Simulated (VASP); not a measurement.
Input of a VASP 6.6.1 run:

The input INCAR:

```
PREC = Accurate
ENCUT = 520
EDIFF = 1E-6
ISMEAR = 0
SIGMA = 0.15
LREAL = False
LASPH = True
NELM = 80
ALGO = Normal
ISIF = 2
LWAVE = False
LCHARG = False
GGA = PS
NBANDS = 22
```

File KPOINTS:

```
Automatic mesh
0
Gamma
  10 10 10
```

File POSCAR:

```
InSb3
1.0
    4.3281790942      0.0000000000      0.0000000000
    0.0000000000      4.3281790942      0.0000000000
    0.0000000000      0.0000000000      5.1920836413
In Sb
1 3
Direct
    0.0000000000      0.0000000000      0.0000000000
    0.5000000000      0.0000000000      0.5000000000
    0.0000000000      0.5000000000      0.5000000000
    0.5000000000      0.5000000000      0.0000000000
```

Potentials or basis: VASP PAW PBE potentials, release 64 (In_d, Sb).

Launch:

```bash
$ cat potpaw_PBE.64/In_d/POTCAR potpaw_PBE.64/Sb/POTCAR > POTCAR
$ mpirun -np 1 vasp_std > vasp.out
```

Question: Estimate the band gap on the k mesh.

Answer: Zero (bands 14 and 15 overlap by 3.92 eV).

Question: Predict the pressure.

Answer: 6.4 GPa.

Stress tensor (GPa, compression positive):
```
7.10 0.00 0.00
0.00 7.10 0.00
0.00 0.00 5.14
```

Caveat: the cell stands under pressure; the PAW data sets were made with another functional, which shifts forces and pressure a little; spin-orbit coupling is left out, which moves the levels of the heavy elements.
